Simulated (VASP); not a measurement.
The system is CdO.

```xyz
2
Lattice="0.0000 2.3495 2.3495 2.3495 0.0000 2.3495 2.3495 2.3495 0.0000" Properties=species:S:1:pos:R:3 pbc="T T T"
Cd    0.0000    0.0000    0.0000
O     2.3495    2.3495    2.3495
```

Base run:

| Property | Result |
| --- | --- |
| Program | VASP 6.6.1 |
| Functional | RPBE |
| Dispersion | D3(BJ) |
| Potentials or basis | VASP PAW PBE potentials, release 64 (Cd_sv_GW, O) |
| Cutoff | 700 eV |
| k mesh | 10 × 10 × 10 |
| Occupations | fermi-dirac, width 0.05 eV |
| Spin | no spin polarisation |

Its results: band gap on the k mesh zero (bands 13 and 14 overlap by 0.33 eV); pressure -11.0 GPa.

The run is repeated on the same cell with these changes: functional from RPBE to BLYP. What comes out?

Band gap on the k mesh zero (bands 13 and 14 overlap by 0.26 eV); pressure 3.9 GPa.

Caveats: semilocal functionals underestimate gaps, and a narrow one can read as zero; the PAW data sets were made with another functional, which shifts forces and pressure a little; the cell stands under tension (at least some runs); the dispersion term is far too large for a dense solid, which distorts pressure and volume (at least some runs); the cell stands under pressure (at least some runs).
